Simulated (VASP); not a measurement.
Here is a VASP 6.6.1 calculation.

The input INCAR:

```
SYSTEM = Zn
PREC = Accurate
ENCUT = 520
EDIFF = 1E-7
ISMEAR = 1
SIGMA = 0.05
LREAL = .False.
LASPH = .True.
NELM = 100
ALGO = Normal
ISIF = 2
LWAVE = .False.
LCHARG = .False.
GGA = PS
IVDW = 12
NBANDS = 12
```

The input KPOINTS:

```
Automatic mesh
0
Gamma
  8 8 8
  0 0 0
```

POSCAR

```
Zn
1.0
   -1.4959055782      1.4959055782      1.4959055782
    1.4959055782     -1.4959055782      1.4959055782
    1.4959055782      1.4959055782     -1.4959055782
Zn
1
Direct
    0.0120688640     -0.0011977141      0.0053181697
```

Potentials or basis: VASP PAW PBE potentials, release 64 (Zn).

Command:

```sh
$ cat potpaw_PBE.64/Zn/POTCAR > POTCAR
$ mpirun -np 1 vasp_std > vasp.out
```

**Question.** Estimate the band gap on the k mesh.

**Answer.** Zero (band 6 reaches 8.42 eV, above the bottom of band 7 at 3.29 eV).

**Question.** What does it give for the pressure?

**Answer.** 0.8 GPa.

**Question.** Estimate the dispersion energy per atom.

**Answer.** -0.409 eV.

Caveat: the k points lie up to 0.37 Å⁻¹ apart; the PAW data sets were made with another functional, which shifts forces and pressure a little; pairwise dispersion overbinds metals, which lowers pressure and volume.
